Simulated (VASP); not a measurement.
The system is Pd.

```
Pd
1.0
    -1.54018    1.54018    1.54018
     1.54018   -1.54018    1.54018
     1.54018    1.54018   -1.54018
Pd
1
Direct
  0.00000 0.00000 0.00000
```

Program: VASP 6.6.1. Alike in all runs: task single point; no spin polarisation; cell as given; cutoff (eV) 520; smearing fermi-dirac 0.05 eV.

Q: Order these runs on this cell by their pressure, lowest first.
A. level PBE0; potentials or basis VASP PAW PBE potentials, release 64 (Pd); k mesh 8 × 8 × 8; grid for exact exchange (PRECFOCK) Normal
B. level PBEsol; potentials or basis VASP PAW PBE potentials, release 64 (Pd); k mesh 12 × 12 × 12
C. level LDA; potentials or basis VASP PAW LDA potentials, release 64 (Pd); k mesh 12 × 12 × 12
D. level PBE; potentials or basis VASP PAW PBE potentials, release 64 (Pd); k mesh 12 × 12 × 12

A: C (-5.0 GPa), B (0.2 GPa), A (5.4 GPa), D (10.1 GPa).

Caveats: some runs use coarse meshes; the PAW data sets were made with another functional, which shifts forces and pressure a little (some runs).
